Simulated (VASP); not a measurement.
# In (I4/mmm) in VASP: single point with LDA

Aim: the single point of In with LDA.

Program: VASP 6.6.1. These are calculated values, not measurements. Logs are shortened: lines on timing, memory, paths and dates and some standing lists are left out, and cuts for length are marked.

## Step 1: The cell of the first run

The structure is tetragonal, space group I4/mmm (No. 139). The conventional cell has a = 3.252 Å, b = 3.252 Å, c = 4.898 Å, α = 90.00°, β = 90.00°, γ = 90.00°. In (site symmetry 4/mmm) has 12 In at 3.25 to 3.36 Å within 4.3 Å.

## Step 2: Single point, LDA (zz strain of -1 %)

Contents of INCAR:

```
PREC = Accurate
ENCUT = 520
EDIFF = 1E-6
ISMEAR = -1
SIGMA = 0.05
LREAL = False
LASPH = True
NELM = 80
ALGO = Normal
ISIF = 2
LWAVE = False
LCHARG = False
GGA = CA
NBANDS = 12
```

Contents of KPOINTS:

```
Automatic mesh
0
Gamma
  14 14 14
```

Contents of POSCAR:

```
In
1.0
   -1.6261500000      1.6261500000      2.4492105000
    1.6261500000     -1.6261500000      2.4492105000
    1.6261500000      1.6261500000     -2.4492105000
In
1
Direct
    0.0000000000      0.0000000000      0.0000000000
```

Potentials or basis: VASP PAW LDA potentials, release 64 (In_d).

On the command line:

```console
> cat potpaw_LDA.64/In_d/POTCAR > POTCAR
> mpirun -np 1 vasp_std > vasp.out
```

OUTCAR:

```text
PREC = Accurate
   ENCUT = 520
   EDIFF = 1E-6
   ISMEAR = -1
   LREAL = False
   LASPH = True
   NELM = 80
   ISIF = 2
   GGA = CA

 ion  position               nearest neighbor table
   1  0.000  0.000  0.000-

  LATTYP: Found a body centered tetragonal cell.
 ALAT       =     3.2523000000
 C/A-ratio  =     1.5061405774

  Lattice vectors:

 A1 = (  -1.6261500000,   1.6261500000,   2.4492105000)
 A2 = (   1.6261500000,  -1.6261500000,   2.4492105000)
 A3 = (   1.6261500000,   1.6261500000,  -2.4492105000)

Analysis of symmetry for initial positions (statically):
=====================================================================
 Subroutine PRICEL returns:
 Original cell was already a primitive cell.

 Routine SETGRP: Setting up the symmetry group for a
 body centered tetragonal supercell.

 Subroutine GETGRP returns: Found 16 space group operations
 (whereof 16 operations were pure point group operations)
 out of a pool of 16 trial point group operations.

The static configuration has the point symmetry D_4h.

Analysis of symmetry for dynamics (positions and initial velocities):
=====================================================================
 Subroutine PRICEL returns:
 Original cell was already a primitive cell.

 Routine SETGRP: Setting up the symmetry group for a
 body centered tetragonal supercell.

 Subroutine GETGRP returns: Found 16 space group operations
 (whereof 16 operations were pure point group operations)
 out of a pool of 16 trial point group operations.

The dynamic configuration has the point symmetry D_4h.

 Subroutine INISYM returns: Found 16 space group operations
 (whereof 16 operations are pure point group operations),
 and found     1 'primitive' translations

----------------------------------------------------------------------------------------

                                     Primitive cell

  volume of cell :      25.9064

  direct lattice vectors                    reciprocal lattice vectors
    -1.626150000  1.626150000  2.449210500     0.000000000  0.307474710  0.204147418
     1.626150000 -1.626150000  2.449210500     0.307474710  0.000000000  0.204147418
     1.626150000  1.626150000 -2.449210500     0.307474710  0.307474710  0.000000000

  length of vectors
     3.359666608  3.359666608  3.359666608     0.369075691  0.369075691  0.434834905

  position of ions in fractional coordinates (direct lattice)
     0.000000000  0.000000000  0.000000000

  ion indices of the primitive-cell ions
   primitive index   ion index
                 1           1

----------------------------------------------------------------------------------------

 KPOINTS: Automatic mesh

Automatic generation of k-mesh.
 Grid dimensions read from file:
 generate k-points for:   14   14   14

 Generating k-lattice:

  Cartesian coordinates                     Fractional coordinates (reciprocal lattice)
     0.000000000  0.021962479  0.014581958     0.071428571  0.000000000  0.000000000
     0.021962479  0.000000000  0.014581958     0.000000000  0.071428571  0.000000000
     0.021962479  0.021962479  0.000000000     0.000000000  0.000000000  0.071428571

  Length of vectors
     0.026362549  0.026362549  0.031059636

  Shift w.r.t. Gamma in fractional coordinates (k-lattice)
     0.000000000  0.000000000  0.000000000

 Subroutine IBZKPT returns following result:
 ===========================================

 Found    244 irreducible k-points:

 Following reciprocal coordinates:
            Coordinates               Weight
  0.000000  0.000000  0.000000      1.000000
  0.071429 -0.000000  0.000000      8.000000
  0.142857 -0.000000  0.000000      8.000000
  0.214286  0.000000 -0.000000      8.000000
  0.285714 -0.000000  0.000000      8.000000
  0.357143  0.000000  0.000000      8.000000
[... 16 lines left out ...]
  0.214286  0.142857  0.000000     16.000000
  0.285714  0.142857  0.000000     16.000000
 [... further k-points ...]
   k-points           NKPTS =    244   k-points in BZ     NKDIM =    244   number of bands    NBANDS=     12
   number of dos      NEDOS =    301   number of ions     NIONS =      1
   total plane-waves  NPLWV =  21952
   dimension x,y,z NGX =    28 NGY =   28 NGZ =   28
   dimension x,y,z NGXF=    56 NGYF=   56 NGZF=   56
   ions per type =               1
   NGX,Y,Z   is equivalent  to a cutoff of  13.86, 13.86, 13.86 a.u.
   NGXF,Y,Z  is equivalent  to a cutoff of  27.71, 27.71, 27.71 a.u.
 SYSTEM =  unknown system
   PREC   = accura    normal or accurate (medium, high low for compatibility)
   ISTART =      0    job   : 0-new  1-cont  2-samecut
   ICHARG =      2    charge: 1-file 2-atom 10-const
   ISPIN  =      1    spin polarized calculation?
   LNONCOLLINEAR =      F non collinear calculations
   LSORBIT =      F    spin-orbit coupling
   LASPH  =      T    aspherical Exc in radial PAW
   ENCUT  =  520.0 eV  38.22 Ry    6.18 a.u.   6.25  6.25  6.25*2*pi/ulx,y,z
   NELM   =     80;   NELMIN=  2; NELMDL= -5     # of ELM steps
   EDIFF  = 0.1E-05   stopping-criterion for ELM
   LREAL  =      F    real-space projection
   EDIFFG = 0.1E-04   stopping-criterion for IOM
   NSW    =      0    number of steps for IOM
   IBRION =     -1    ionic relax: 0-MD 1-quasi-New 2-CG
   NFREE  =      0    steps in history (QN), initial steepest desc. (CG)
   ISIF   =      2    stress and relaxation
   ISYM   =      2    0-nonsym 1-usesym 2-fastsym
   POTIM  = 0.5000    time-step for ionic-motion
   TEBEG  =    0.0;   TEEND  =   0.0 temperature during run
   PSTRESS=    0.0 pullay stress
   NELECT =      13.0000    total number of electrons
   NUPDOWN=      -1.0000    fix difference up-down
   EMIN   =  10.00;   EMAX   =-10.00  energy-range for DOS
   EFERMI =   0.00;   METHOD = LEGACY
   ISMEAR =    -1;   SIGMA  =   0.05  broadening in eV -4-tet -1-fermi 0-gaus
   EFERMI_NEDOS =   21; number of points for ismear=-14 and -15
   IALGO  =     38    algorithm
   IMIX   =      4    mixing-type and parameters
     AMIX     =   0.40;   BMIX     =  1.00
     AMIX_MAG =   1.60;   BMIX_MAG =  1.00
  volume/ion in A,a.u.               =      25.91       174.83
  Fermi-wavevector in a.u.,A,eV,Ry     =   1.300929  2.458399 23.026712  1.692416
  Thomas-Fermi vector in A             =   2.432096
   LORBIT       =      0    0 simple, 1 ext, 2 COOP (PROOUT), +10 PAW based schemes
   GGA     = CA    functional components
   LHFCALC =     F    Hartree Fock is set to
   AEXX    =    0.0000 exact exchange contribution
   IVDW    =     0    specifies the selected vdW correction
   LEPSILON=     F    determine dielectric tensor
   LRPA    =     F    only Hartree local field effects (RPA)
 non-spin polarized calculation
  energy-cutoff  :      520.00
  volume of cell :       25.91
 maximum number of plane-waves:       712
 NGX is ok and might be reduce to    28
   NGX = 13   NGY = 13   NGZ = 13

 number of electron      13.0000005 magnetization

 Free energy of the ion-electron system (eV)
  ---------------------------------------------------
  ext. energy  EPLUGINS =         0.00000000
  ---------------------------------------------------
  free energy    TOTEN  =        -3.21162429 eV

  energy without entropy =       -3.20796494  energy(sigma->0) =       -3.20979461

 E-fermi :   7.3641     XC(G=0): -10.5739

 val. band max:        7.3337953591   @ k =   0.2857   0.2143   0.0714
 cond. band min:       7.3894214279   @ k =   0.3571   0.3571   0.0000
 fundamental gap:      0.0556260688
 Fermi energy:         7.3640744533

 k-point     1 :       0.0000    0.0000    0.0000
  band No.  band energies     occupation
      1      -7.2949      2.00000
      2      -7.2018      2.00000
      3      -7.2018      2.00000
      4      -7.1023      2.00000
      5      -7.0091      2.00000
      6      -2.3032      2.00000
      7      17.8393      0.00000
      8      17.8393      0.00000
      9      17.9856      0.00000
     10      19.0208      0.00000
     11      21.4236      0.00000
     12      21.5311      0.00000

 k-point     2 :       0.0714   -0.0000    0.0000
  band No.  band energies     occupation
      1      -7.2869      2.00000
      2      -7.2018      2.00000
      3      -7.1933      2.00000
      4      -7.1011      2.00000
      5      -7.0122      2.00000
      6      -2.1907      2.00000
      7      16.5136      0.00000
      8      17.6762      0.00000
      9      17.6960      0.00000
     10      18.8379      0.00000
     11      21.8117      0.00000
     12      21.8307      0.00000

 k-point     3 :       0.1429   -0.0000    0.0000
  band No.  band energies     occupation
      1      -7.2712      2.00000
      2      -7.2039      2.00000
      3      -7.1725      2.00000
      4      -7.0902      2.00000
      5      -7.0174      2.00000
      6      -1.8503      2.00000
      7      14.1048      0.00000
      8      17.0852      0.00000
      9      17.3727      0.00000
     10      18.7767      0.00000
     11      21.3839      0.00000
     12      22.6202      0.00000
[... 286 lines left out ...]
 k-point    23 :       0.2143    0.1429    0.0000
  band No.  band energies     occupation
      1      -7.2497      2.00000
      2      -7.1913      2.00000
      3      -7.1389      2.00000
      4      -7.0765      2.00000
      5      -6.9757      2.00000
      6      -0.3905      2.00000
      7      10.5823      0.00000
      8      12.6689      0.00000
      9      16.5305      0.00000
     10      19.1842      0.00000
     11      20.3082      0.00000
     12      21.3624      0.00000

 k-point    24 :       0.2857    0.1429    0.0000
  band No.  band energies     occupation
      1      -7.2450      2.00000
      2      -7.2123      2.00000
      3      -7.1498      2.00000
      4      -7.0151      2.00000
      5      -6.9597      2.00000
      6       0.5626      2.00000
      7       8.3953      0.00000
      8      12.5624      0.00000
      9      15.6298      0.00000
     10      18.2917      0.00000
     11      20.3696      0.00000
     12      21.6937      0.00000

 [... further k-points ...]
[... 5 lines left out ...]
  --------------------------------------------------------------------------------------
  -------------------------------------------------------------------------------------
  Total       -0.4006992     -0.4006992     -0.3088501      0.0000000     -0.0000000      0.0000000
  in kB      -24.7811671    -24.7811671    -19.1007753      0.0000000     -0.0000000      0.0000000
  external PRESSURE =     -22.8877032 kB  Pullay stress =       0.0000000 kB

 VOLUME and BASIS-vectors are now :
 -----------------------------------------------------------------------------
  energy-cutoff  :      520.00
  volume of cell :       25.91
      direct lattice vectors                 reciprocal lattice vectors
    -1.626150000  1.626150000  2.449210500     0.000000000  0.307474710  0.204147418
     1.626150000 -1.626150000  2.449210500     0.307474710  0.000000000  0.204147418
     1.626150000  1.626150000 -2.449210500     0.307474710  0.307474710  0.000000000

 POSITION                                       TOTAL-FORCE (eV/Angst)
 -----------------------------------------------------------------------------------
      0.00000      0.00000      0.00000        -0.000000      0.000000     -0.000000
 -----------------------------------------------------------------------------------
    total drift:                               -0.000000     -0.000000     -0.000000

  FREE ENERGIE OF THE ION-ELECTRON SYSTEM (eV)
  ---------------------------------------------------
  free  energy   TOTEN  =        -3.2116242888 eV

  energy  without entropy=       -3.2079649405  energy(sigma->0) =       -3.20979461
```

Run time: 66 s. Hardware: 1 thread of Intel Xeon Platinum 8259CL at 2.50GHz (Skylake/Cascade Lake), shared host; peak memory 0.19 GiB.

Results:

```
Free energy : -3.2116 eV
Pressure    : -2.3 GPa
```

Levels at points of the mesh, in eV from the Fermi level:
```csv
k point,band 2,band 3,band 4,band 5,band 6,band 7,band 8,band 9,band 10,band 11
"(0.00, 0.00, 0.00)",-14.57,-14.57,-14.47,-14.37,-9.67,10.48,10.48,10.62,11.66,14.06
"(0.50, 0.00, 0.00)",-14.63,-14.55,-14.27,-14.24,-4.41,-3.43,7.60,8.97,11.13,11.70
"(0.50, 0.50, 0.00)",-14.73,-14.27,-14.25,-14.17,-2.05,-1.81,3.53,3.90,7.15,7.49
"(0.50, 0.50, 0.50)",-14.73,-14.26,-14.22,-14.22,-2.90,-2.67,4.57,4.57,8.17,8.22
```

Caveat: the cell differs from its parent crystal (zz strain of -1 %); spin-orbit coupling is left out, which moves the levels of the heavy elements.
